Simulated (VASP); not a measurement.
# BaTe (Fm-3m) in VASP: relaxation of cell and atoms with PBE

Aim: the relaxation of cell and atoms of BaTe with PBE.

Everything below comes from runs of VASP 6.6.1. Logs are shortened: lines on timing, memory, paths and dates and some standing lists are left out, and cuts for length are marked.

## (1) The cell of the first run

Symmetry: Fm-3m, No. 225, cubic system. Conventional cell: a = 7.065 Å, b = 7.065 Å, c = 7.065 Å, α = 90.00°, β = 90.00°, γ = 90.00°. Within 4.6 Å of Ba (site symmetry m-3m) lie 6 Te at 3.53 Å. Within 4.6 Å of Te (site symmetry m-3m) lie 6 Ba at 3.53 Å.

## (2) Relaxation of cell and atoms, PBE

INCAR

```
SYSTEM = BaTe
ALGO = Normal
EDIFF = 1E-6
EDIFFG = -0.005
ENCUT = 600
GGA = PE
IBRION = 2
ISIF = 3
ISMEAR = 0
LASPH = .TRUE.
LCHARG = .FALSE.
LREAL = .FALSE.
LWAVE = .FALSE.
NELM = 60
NSW = 100
PREC = Accurate
SIGMA = 0.02
```

KPOINTS

```
k-points
0
G
  8 8 8
  0 0 0
```

POSCAR

```
BaTe
1.0
    0.0000000000      3.5322558740      3.5322558740
    3.5322558740      0.0000000000      3.5322558740
    3.5322558740      3.5322558740      0.0000000000
Ba Te
1 1
Direct
    0.0000000000      0.0000000000      0.0000000000
    0.5000000000      0.5000000000      0.5000000000
```

Potentials or basis: VASP PAW PBE potentials, release 64 (Ba_sv, Te).

Launch:

```sh
> cat potpaw_PBE.64/Ba_sv/POTCAR potpaw_PBE.64/Te/POTCAR > POTCAR
> mpirun -np 1 vasp_std > vasp.out
```

OUTCAR:

```text
SYSTEM = BaTe
   EDIFF = 1E-6
   EDIFFG = -0.005
   ENCUT = 600
   GGA = PE
   IBRION = 2
   ISIF = 3
   ISMEAR = 0
   LASPH = .TRUE.
   LREAL = .FALSE.
   NELM = 60
   NSW = 100
   PREC = Accurate

 ion  position               nearest neighbor table
   1  0.000  0.000  0.000-   2 3.53   2 3.53   2 3.53   2 3.53   2 3.53   2 3.53
   2  0.500  0.500  0.500-   1 3.53   1 3.53   1 3.53   1 3.53   1 3.53   1 3.53

  LATTYP: Found a face centered cubic cell.
 ALAT       =     7.0645117480

  Lattice vectors:

 A1 = (   0.0000000000,   3.5322558740,   3.5322558740)
 A2 = (   3.5322558740,   0.0000000000,   3.5322558740)
 A3 = (   3.5322558740,   3.5322558740,   0.0000000000)

Analysis of symmetry for initial positions (statically):
=====================================================================
 Subroutine PRICEL returns:
 Original cell was already a primitive cell.

 Routine SETGRP: Setting up the symmetry group for a
 face centered cubic supercell.

 Subroutine GETGRP returns: Found 48 space group operations
 (whereof 48 operations were pure point group operations)
 out of a pool of 48 trial point group operations.

The static configuration has the point symmetry O_h .

Analysis of symmetry for dynamics (positions and initial velocities):
=====================================================================
 Subroutine PRICEL returns:
 Original cell was already a primitive cell.

 Routine SETGRP: Setting up the symmetry group for a
 face centered cubic supercell.

 Subroutine GETGRP returns: Found 48 space group operations
 (whereof 48 operations were pure point group operations)
 out of a pool of 48 trial point group operations.

The dynamic configuration has the point symmetry O_h .

 Subroutine INISYM returns: Found 48 space group operations
 (whereof 48 operations are pure point group operations),
 and found     1 'primitive' translations

----------------------------------------------------------------------------------------

                                     Primitive cell

  volume of cell :      88.1427

  direct lattice vectors                    reciprocal lattice vectors
     0.000000000  3.532255874  3.532255874    -0.141552599  0.141552599  0.141552599
     3.532255874  0.000000000  3.532255874     0.141552599 -0.141552599  0.141552599
     3.532255874  3.532255874  0.000000000     0.141552599  0.141552599 -0.141552599

  length of vectors
     4.995364163  4.995364163  4.995364163     0.245176294  0.245176294  0.245176294

  position of ions in fractional coordinates (direct lattice)
     0.000000000  0.000000000  0.000000000
     0.500000000  0.500000000  0.500000000

  ion indices of the primitive-cell ions
   primitive index   ion index
                 1           1
                 2           2

----------------------------------------------------------------------------------------

 KPOINTS: k-points

Automatic generation of k-mesh.
 Grid dimensions read from file:
 generate k-points for:    8    8    8

 Generating k-lattice:

  Cartesian coordinates                     Fractional coordinates (reciprocal lattice)
    -0.017694075  0.017694075  0.017694075     0.125000000  0.000000000  0.000000000
     0.017694075 -0.017694075  0.017694075     0.000000000  0.125000000  0.000000000
     0.017694075  0.017694075 -0.017694075     0.000000000  0.000000000  0.125000000

  Length of vectors
     0.030647037  0.030647037  0.030647037

  Shift w.r.t. Gamma in fractional coordinates (k-lattice)
     0.000000000  0.000000000  0.000000000

 Subroutine IBZKPT returns following result:
 ===========================================

 Found     29 irreducible k-points:

 Following reciprocal coordinates:
            Coordinates               Weight
  0.000000  0.000000  0.000000      1.000000
  0.125000  0.000000  0.000000      8.000000
  0.250000  0.000000  0.000000      8.000000
  0.375000  0.000000  0.000000      8.000000
  0.500000  0.000000  0.000000      4.000000
  0.125000  0.125000  0.000000      6.000000
[... 16 lines left out ...]
  0.500000  0.250000  0.125000     48.000000
 -0.375000  0.250000  0.125000     24.000000
 [... further k-points ...]
   k-points           NKPTS =     29   k-points in BZ     NKDIM =     29   number of bands    NBANDS=     12
   number of dos      NEDOS =    301   number of ions     NIONS =      2
   total plane-waves  NPLWV =  64000
   dimension x,y,z NGX =    40 NGY =   40 NGZ =   40
   dimension x,y,z NGXF=    80 NGYF=   80 NGZF=   80
   ions per type =               1   1
   NGX,Y,Z   is equivalent  to a cutoff of  13.31, 13.31, 13.31 a.u.
   NGXF,Y,Z  is equivalent  to a cutoff of  26.62, 26.62, 26.62 a.u.
 SYSTEM =  BaTe
   PREC   = accura    normal or accurate (medium, high low for compatibility)
   ISTART =      0    job   : 0-new  1-cont  2-samecut
   ICHARG =      2    charge: 1-file 2-atom 10-const
   ISPIN  =      1    spin polarized calculation?
   LNONCOLLINEAR =      F non collinear calculations
   LSORBIT =      F    spin-orbit coupling
   LASPH  =      T    aspherical Exc in radial PAW
   ENCUT  =  600.0 eV  44.10 Ry    6.64 a.u.   9.98  9.98  9.98*2*pi/ulx,y,z
   NELM   =     60;   NELMIN=  2; NELMDL= -5     # of ELM steps
   EDIFF  = 0.1E-05   stopping-criterion for ELM
   LREAL  =      F    real-space projection
   EDIFFG = -.5E-02   stopping-criterion for IOM
   NSW    =    100    number of steps for IOM
   IBRION =      2    ionic relax: 0-MD 1-quasi-New 2-CG
   NFREE  =      1    steps in history (QN), initial steepest desc. (CG)
   ISIF   =      3    stress and relaxation
   ISYM   =      2    0-nonsym 1-usesym 2-fastsym
   POTIM  = 0.5000    time-step for ionic-motion
   TEBEG  =    0.0;   TEEND  =   0.0 temperature during run
   PSTRESS=    0.0 pullay stress
   NELECT =      16.0000    total number of electrons
   NUPDOWN=      -1.0000    fix difference up-down
   EMIN   =  10.00;   EMAX   =-10.00  energy-range for DOS
   EFERMI =   0.00;   METHOD = LEGACY
   ISMEAR =     0;   SIGMA  =   0.02  broadening in eV -4-tet -1-fermi 0-gaus
   EFERMI_NEDOS =   21; number of points for ismear=-14 and -15
   IALGO  =     38    algorithm
   IMIX   =      4    mixing-type and parameters
     AMIX     =   0.40;   BMIX     =  1.00
     AMIX_MAG =   1.60;   BMIX_MAG =  1.00
  volume/ion in A,a.u.               =      44.07       297.41
  Fermi-wavevector in a.u.,A,eV,Ry     =   0.926942  1.751667 11.690424  0.859222
  Thomas-Fermi vector in A             =   2.052959
   LORBIT       =      0    0 simple, 1 ext, 2 COOP (PROOUT), +10 PAW based schemes
   GGA     = PE    functional components
   LHFCALC =     F    Hartree Fock is set to
   AEXX    =    0.0000 exact exchange contribution
   IVDW    =     0    specifies the selected vdW correction
   LEPSILON=     F    determine dielectric tensor
   LRPA    =     F    only Hartree local field effects (RPA)
 conjugate gradient relaxation of ions
 non-spin polarized calculation
 Gauss-broadening in eV      SIGMA  =   0.02
  energy-cutoff  :      600.00
  volume of cell :       88.14
 maximum number of plane-waves:      2954
   NGX = 19   NGY = 19   NGZ = 19

--------------------------------------- Ionic step        1  -------------------------------------------

 number of electron      16.0000000 magnetization

 Free energy of the ion-electron system (eV)
  ---------------------------------------------------
  ext. energy  EPLUGINS =         0.00000000
  ---------------------------------------------------
  free energy    TOTEN  =        -8.62894590 eV

  energy without entropy =       -8.62894590  energy(sigma->0) =       -8.62894590

------------------------ aborting loop because EDIFF is reached ----------------------------------------

  FORCE on cell =-STRESS in cart. coord.  units (eV):
  Direction    XX          YY          ZZ          XY          YZ          ZX
  --------------------------------------------------------------------------------------
  -------------------------------------------------------------------------------------
  Total        0.1664245      0.1664245      0.1664245      0.0000000     -0.0000000      0.0000000
  in kB        3.0251114      3.0251114      3.0251114      0.0000000     -0.0000000      0.0000000
  external PRESSURE =       3.0251114 kB  Pullay stress =       0.0000000 kB
[... 57 lines left out ...]
  energy  without entropy=       -8.6297704109  energy(sigma->0) =       -8.62977041

--------------------------------------- Ionic step        3  -------------------------------------------

 number of electron      16.0000000 magnetization

 Free energy of the ion-electron system (eV)
  ---------------------------------------------------
  ext. energy  EPLUGINS =         0.00000000
  ---------------------------------------------------
  free energy    TOTEN  =        -8.62979212 eV

  energy without entropy =       -8.62979212  energy(sigma->0) =       -8.62979212

 E-fermi :   2.1877     XC(G=0):  -8.0960

 val. band max:        2.0442191852   @ k =   0.0000   0.0000   0.0000
 cond. band min:       3.6424935612   @ k =   0.5000   0.5000   0.0000
 fundamental gap:      1.5982743760
 Fermi energy:         2.1876872041

 k-point     1 :       0.0000    0.0000    0.0000
  band No.  band energies     occupation
      1     -25.0754      2.00000
      2     -10.2186      2.00000
      3     -10.2186      2.00000
      4     -10.2186      2.00000
      5      -7.4154      2.00000
      6       2.0442      2.00000
      7       2.0442      2.00000
      8       2.0442      2.00000
      9       4.8113      0.00000
     10       4.9908      0.00000
     11       4.9908      0.00000
     12       4.9908      0.00000
[... 331 lines left out ...]
 k-point    24 :      -0.3750    0.2500    0.1250
  band No.  band energies     occupation
      1     -25.0630      2.00000
      2     -10.4895      2.00000
      3     -10.2869      2.00000
      4     -10.2522      2.00000
      5      -6.9157      2.00000
      6       0.3017      2.00000
      7       1.0577      2.00000
      8       1.0962      2.00000
      9       5.7141      0.00000
     10       5.9754      0.00000
     11       7.1520      0.00000
     12       7.3762      0.00000

 [... further k-points ...]

------------------------ aborting loop because EDIFF is reached ----------------------------------------

  FORCE on cell =-STRESS in cart. coord.  units (eV):
  Direction    XX          YY          ZZ          XY          YZ          ZX
  --------------------------------------------------------------------------------------
  -------------------------------------------------------------------------------------
  Total        0.0031038      0.0031038      0.0031038     -0.0000000      0.0000000     -0.0000000
  in kB        0.0558458      0.0558458      0.0558458     -0.0000000      0.0000000     -0.0000000
  external PRESSURE =       0.0558458 kB  Pullay stress =       0.0000000 kB
[... 17 lines left out ...]
  FREE ENERGIE OF THE ION-ELECTRON SYSTEM (eV)
  ---------------------------------------------------
  free  energy   TOTEN  =        -8.6297921164 eV

  energy  without entropy=       -8.6297921164  energy(sigma->0) =       -8.62979212

 reached required accuracy - stopping structural energy minimisation
```

It took 72 s on 1 thread of Intel Xeon Platinum 8488C (Sapphire Rapids), shared host; peak memory 0.26 GiB.

Results:

```yaml
Free_energy: -8.6298 eV
Relaxed_volume: 44.52 Å³/atom
Relaxed_cell: a = 5.012 Å, b = 5.012 Å, c = 5.012 Å, α = 60.00°, β = 60.00°, γ = 60.00°
Space_group_after_relaxing_to_0.1_Å: Fm-3m (No. 225)
Energy_gained_by_relaxing: 0.4 meV/atom
Ionic_steps: 3
Pressure_after_relaxing: 0.0 GPa
Band_gap_on_the_k_mesh: 1.60 eV (least direct gap 1.98 eV)
```

The path:
```tsv
step	energy change (eV)	largest force (eV/Å)	pressure (GPa)	volume (Å³)
1	0.0000	0.0000	0.30	88.14
2	-0.0008	0.0000	-0.06	89.21
3	-0.0008	0.0000	0.01	89.04
```

Final structure:
```yaml
crystal:
  lattice:
    - [0.00000, 3.54426, 3.54426]
    - [3.54426, 0.00000, 3.54426]
    - [3.54426, 3.54426, 0.00000]
  atoms:
    - { symbol: Ba, position: [0.00000, 0.00000, 0.00000] }
    - { symbol: Te, position: [0.50000, 0.50000, 0.50000] }
```

Caveat: spin-orbit coupling is left out, which moves the levels of the heavy elements. PBE usually gives volumes a little too large and moduli too small.
